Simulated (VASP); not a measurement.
# Ni (Im-3m) in VASP: further runs

Ni is run at these levels: LDA; tasks: single point.

All numbers are computed with VASP 6.6.1; they aren't measurements. Logs are shortened: lines on timing, memory, paths and dates and some standing lists are left out, and cuts for length are marked.

### Step 1. The cell of the first run

It takes space group Im-3m (No. 229, cubic). The conventional cell has a = 2.730 Å, b = 2.730 Å, c = 2.730 Å, α = 90.00°, β = 90.00°, γ = 90.00°. Within 3.1 Å of Ni (site symmetry m-3m) lie 14 Ni at 2.36 to 2.73 Å.

### Step 2. Single point, LDA, collinear spin, ferromagnetic start (volume scaled by 0.96)

The input, INCAR:

```
  ALGO = Normal
  EDIFF = 1E-7
  ENCUT = 520
  ISIF = 2
  ISMEAR = -1
  ISPIN = 2
  LASPH = True
  LCHARG = True
  LELF = True
  LMAXMIX = 4
  LORBIT = 11
  LREAL = False
  LVHAR = True
  LWAVE = False
  MAGMOM = 1
  NBANDS = 15
  NELM = 150
  PREC = Accurate
  SIGMA = 0.05
```

The input, KPOINTS:

```
k-points
0
Gamma
  13 13 13
```

The input, POSCAR:

```
Ni
1.0
   -1.3650143198      1.3650143198      1.3650143198
    1.3650143198     -1.3650143198      1.3650143198
    1.3650143198      1.3650143198     -1.3650143198
Ni
1
Direct
    0.0000000000      0.0000000000      0.0000000000
```

Potentials or basis: VASP PAW LDA potentials, release 64 (Ni).

On the command line:

```
$ cat potpaw_LDA.64/Ni/POTCAR > POTCAR
$ mpirun -np 1 vasp_std > vasp.out
```

OUTCAR:

```text
EDIFF = 1E-7
   ENCUT = 520
   ISIF = 2
   ISMEAR = -1
   ISPIN = 2
   LASPH = True
   LORBIT = 11
   LREAL = False
   NELM = 150
   PREC = Accurate

 ion  position               nearest neighbor table
   1  0.000  0.000  0.000-

  LATTYP: Found a body centered cubic cell.
 ALAT       =     2.7300286396

  Lattice vectors:

 A1 = (  -1.3650143198,   1.3650143198,   1.3650143198)
 A2 = (   1.3650143198,  -1.3650143198,   1.3650143198)
 A3 = (   1.3650143198,   1.3650143198,  -1.3650143198)

Analysis of symmetry for initial positions (statically):
=====================================================================
 Subroutine PRICEL returns:
 Original cell was already a primitive cell.

 Routine SETGRP: Setting up the symmetry group for a
 body centered cubic supercell.

 Subroutine GETGRP returns: Found 48 space group operations
 (whereof 48 operations were pure point group operations)
 out of a pool of 48 trial point group operations.

The static configuration has the point symmetry O_h .

Analysis of symmetry for dynamics (positions and initial velocities):
=====================================================================
 Subroutine PRICEL returns:
 Original cell was already a primitive cell.

 Routine SETGRP: Setting up the symmetry group for a
 body centered cubic supercell.

 Subroutine GETGRP returns: Found 48 space group operations
 (whereof 48 operations were pure point group operations)
 out of a pool of 48 trial point group operations.

The dynamic configuration has the point symmetry O_h .

Analysis of structural, dynamic, and magnetic symmetry:
=====================================================================
 Subroutine PRICEL returns:
 Original cell was already a primitive cell.

 Routine SETGRP: Setting up the symmetry group for a
 body centered cubic supercell.

 Subroutine GETGRP returns: Found 48 space group operations
 (whereof 48 operations were pure point group operations)
 out of a pool of 48 trial point group operations.

The overall configuration has the point symmetry O_h .

 Subroutine INISYM returns: Found 48 space group operations
 (whereof 48 operations are pure point group operations),
 and found     1 'primitive' translations

----------------------------------------------------------------------------------------

                                     Primitive cell

  volume of cell :      10.1735

  direct lattice vectors                    reciprocal lattice vectors
    -1.365014320  1.365014320  1.365014320     0.000000000  0.366296524  0.366296524
[... 116 lines left out ...]
  energy-cutoff  :      520.00
  volume of cell :       10.17
 maximum number of plane-waves:       281
 NGX is ok and might be reduce to    18
   NGX =  9   NGY =  9   NGZ =  9

 number of electron      10.0000011 magnetization       0.1953150

 Free energy of the ion-electron system (eV)
  ---------------------------------------------------
  ext. energy  EPLUGINS =         0.00000000
  ---------------------------------------------------
  free energy    TOTEN  =        -6.48535586 eV

  energy without entropy =       -6.47064164  energy(sigma->0) =       -6.47799875

 E-fermi :   9.8667     XC(G=0): -14.0114

 val. band max:        9.8592792400   @ k =   0.4615   0.0769   0.0000
 cond. band min:       9.8678138028   @ k =  -0.3846   0.3846   0.3846
 fundamental gap:      0.0085345628
 Fermi energy:         9.8666552893

 spin component 1

 k-point     1 :       0.0000    0.0000    0.0000
  band No.  band energies     occupation
      1       0.5763      1.00000
      2       7.6445      1.00000
      3       7.6445      1.00000
      4       7.6445      1.00000
      5       9.1823      1.00000
      6       9.1823      1.00000
      7      37.0994      0.00000
      8      37.0994      0.00000
      9      37.0994      0.00000
     10      42.4987      0.00000
     11      42.4987      0.00000
     12      43.9396      0.00000
     13      43.9396      0.00000
     14      43.9396      0.00000
[... 403 lines left out ...]
      4       9.0536      1.00000
      5       9.2729      0.99999
      6       9.9151      0.27529
      7      23.7537      0.00000
      8      28.4024      0.00000
      9      29.9418      0.00000
     10      38.7820      0.00000
     11      42.6718      0.00000
     12      45.3547      0.00000
     13      47.3826      0.00000
     14      51.0579      0.00000
     15      53.9819      0.00000

 [... further k-points ...]

 spin component 2

 k-point     1 :       0.0000    0.0000    0.0000
  band No.  band energies     occupation
      1       0.5944      1.00000
      2       7.8558      1.00000
      3       7.8558      1.00000
      4       7.8558      1.00000
      5       9.3429      0.99997
      6       9.3429      0.99997
      7      37.0992      0.00000
      8      37.0992      0.00000
      9      37.0992      0.00000
     10      42.5071      0.00000
     11      42.5071      0.00000
     12      43.9990      0.00000
     13      43.9990      0.00000
     14      43.9990      0.00000
[... 403 lines left out ...]
      4       9.2268      1.00000
      5       9.4375      0.99981
      6      10.1293      0.00520
      7      23.8204      0.00000
      8      28.4434      0.00000
      9      29.9960      0.00000
     10      38.8045      0.00000
     11      42.7171      0.00000
     12      45.3795      0.00000
     13      47.4190      0.00000
     14      51.0973      0.00000
     15      54.0683      0.00000

 [... further k-points ...]
[... 5 lines left out ...]
  --------------------------------------------------------------------------------------
  -------------------------------------------------------------------------------------
  Total       -0.1868703     -0.1868703     -0.1868703      0.0000000     -0.0000000      0.0000000
  in kB      -29.4292584    -29.4292584    -29.4292584      0.0000000     -0.0000000      0.0000000
  external PRESSURE =     -29.4292584 kB  Pullay stress =       0.0000000 kB

 VOLUME and BASIS-vectors are now :
 -----------------------------------------------------------------------------
  energy-cutoff  :      520.00
  volume of cell :       10.17
      direct lattice vectors                 reciprocal lattice vectors
    -1.365014320  1.365014320  1.365014320     0.000000000  0.366296524  0.366296524
     1.365014320 -1.365014320  1.365014320     0.366296524  0.000000000  0.366296524
     1.365014320  1.365014320 -1.365014320     0.366296524  0.366296524  0.000000000

 POSITION                                       TOTAL-FORCE (eV/Angst)
 -----------------------------------------------------------------------------------
      0.00000      0.00000      0.00000        -0.000000      0.000000     -0.000000
 -----------------------------------------------------------------------------------
    total drift:                                0.000000     -0.000000      0.000000

  FREE ENERGIE OF THE ION-ELECTRON SYSTEM (eV)
  ---------------------------------------------------
  free  energy   TOTEN  =        -6.4853558597 eV

  energy  without entropy=       -6.4706416449  energy(sigma->0) =       -6.47799875

 total charge

# of ion       s       p       d       tot
------------------------------------------
    1        0.521   0.547   8.383   9.451

 magnetization (x)

# of ion       s       p       d       tot
------------------------------------------
    1       -0.002  -0.004   0.201   0.195
```

Run time: 52 s. Hardware: 1 thread of AMD EPYC 7R13 (Zen 3), shared host; peak memory 0.1 GiB.

Results:

```
Free energy                                           : -6.4854 eV
Pressure                                              : -2.9 GPa
Net moment                                            : 0.20 μB per cell
Site moments                                          : Ni +0.20 μB
Valence electrons inside the program's atomic spheres : Ni 9.45
```

Caveat: the cell differs from its parent crystal (volume scaled by 0.96).

### Step 3. Single point, LDA, collinear spin, ferromagnetic start (volume scaled by 0.98)

The input, INCAR:

```
  ALGO = Fast
  EDIFF = 1E-6
  ENCUT = 520
  GGA = CA
  ISIF = 2
  ISMEAR = -1
  ISPIN = 2
  LASPH = True
  LCHARG = False
  LMAXMIX = 4
  LORBIT = 11
  LREAL = False
  LWAVE = False
  MAGMOM = 1
  NBANDS = 15
  NELM = 150
  PREC = Accurate
  SIGMA = 0.05
```

KPOINTS is that of step 2.

The input, POSCAR:

```
Ni
1.0
   -1.3744285092      1.3744285092      1.3744285092
    1.3744285092     -1.3744285092      1.3744285092
    1.3744285092      1.3744285092     -1.3744285092
Ni
1
Direct
    0.0000000000      0.0000000000      0.0000000000
```

Potentials or basis: VASP PAW LDA potentials, release 64 (Ni).

On the command line:

```
$ cat potpaw_LDA.64/Ni/POTCAR > POTCAR
$ mpirun -np 1 vasp_std > vasp.out
```

Run time: 33 s. Hardware: 1 thread of AMD EPYC 7R13 (Zen 3), shared host; peak memory 0.1 GiB.

The run converged. Its results:

| Quantity | Value |
| --- | --- |
| Free energy | -6.4785 eV |
| Pressure | -7.4 GPa |
| Net moment | 0.26 μB per cell |
| Site moments | Ni +0.26 μB |
| Valence electrons inside the program's atomic spheres | Ni 9.41 |

Levels at points of the mesh, in eV from the Fermi level:
Spin up:
| k point | band 3 | band 4 | band 5 | band 6 | band 7 | band 8 |
| --- | --- | --- | --- | --- | --- | --- |
| (0.00, 0.00, 0.00) | -2.19 | -2.19 | -0.69 | -0.69 | 27.02 | 27.02 |
Spin down:
```csv
k point,band 2,band 3,band 4,band 5,band 6,band 7,band 8,band 9
"(0.00, 0.00, 0.00)",-1.91,-1.91,-1.91,-0.47,-0.47,27.02,27.02,27.02
```

Caveat: the cell differs from its parent crystal (volume scaled by 0.98).

### Step 4. Single point, LDA, collinear spin, ferromagnetic start

This run uses another cell than the first one, of 10.60 Å³/atom, 1.042 times its volume.

The input, INCAR:

```
PREC = Accurate
ENCUT = 520
EDIFF = 1E-7
ISMEAR = -1
SIGMA = 0.05
LREAL = False
LASPH = True
NELM = 150
ALGO = Normal
ISIF = 2
LWAVE = False
LCHARG = False
ISPIN = 2
MAGMOM = 1
LORBIT = 11
LMAXMIX = 4
NBANDS = 15
```

The input, KPOINTS:

```
Automatic mesh
0
Gamma
  13 13 13
```

The input, POSCAR:

```
Ni
1.0
   -1.3837154700      1.3837154700      1.3837154700
    1.3837154700     -1.3837154700      1.3837154700
    1.3837154700      1.3837154700     -1.3837154700
Ni
1
Direct
    0.0000000000      0.0000000000      0.0000000000
```

On the command line:

```
$ cat potpaw_LDA.64/Ni/POTCAR > POTCAR
$ mpirun -np 1 vasp_std > vasp.out
```

It used 35 s of CPU time on 1 thread of AMD EPYC 7R13 Processor (Zen 3), on a shared host.

It converged, with:

```yaml
Free_energy: -6.4662 eV
Pressure: -10.9 GPa
Net_moment: 0.40 μB per cell
Site_moments: Ni +0.40 μB
Valence_electrons_inside_the_program's_atomic_spheres: Ni 9.37
```

Levels at points of the mesh, in eV from the Fermi level:
Spin up:
```
           k point  band 1  band 2  band 3  band 4  band 5  band 6  band 7  band 8  band 9  band 10
(0.00, 0.00, 0.00)   -9.01   -2.20   -2.20   -2.20   -0.75   -0.75   26.81   26.81   26.81    31.90
```
Spin down:
| k point | band 1 | band 2 | band 3 | band 4 | band 5 | band 6 | band 7 | band 8 | band 9 | band 10 |
| --- | --- | --- | --- | --- | --- | --- | --- | --- | --- | --- |
| (0.00, 0.00, 0.00) | -8.97 | -1.78 | -1.78 | -1.78 | -0.40 | -0.40 | 26.81 | 26.81 | 26.81 | 31.93 |

### Step 5. Overview

| cell | gap on the mesh (eV) | pressure (GPa) | moment (μB) |
| --- | --- | --- | --- |
| a = 2.364 Å, angles 109.5°, 1 atom | none | -2.9 | 0.20 |
| a = 2.381 Å, angles 109.5°, 1 atom | none | -7.4 | 0.26 |
| a = 2.397 Å, angles 109.5°, 1 atom | none | -10.9 | 0.40 |

Alike in all rows: task single point; level LDA; potentials or basis VASP PAW LDA potentials, release 64 (Ni); spin collinear, ferromagnetic start; k mesh 13 × 13 × 13; cutoff (eV) 520; smearing fermi-dirac 0.05 eV.

Absolute energies hang on the potentials; compare differences alone.
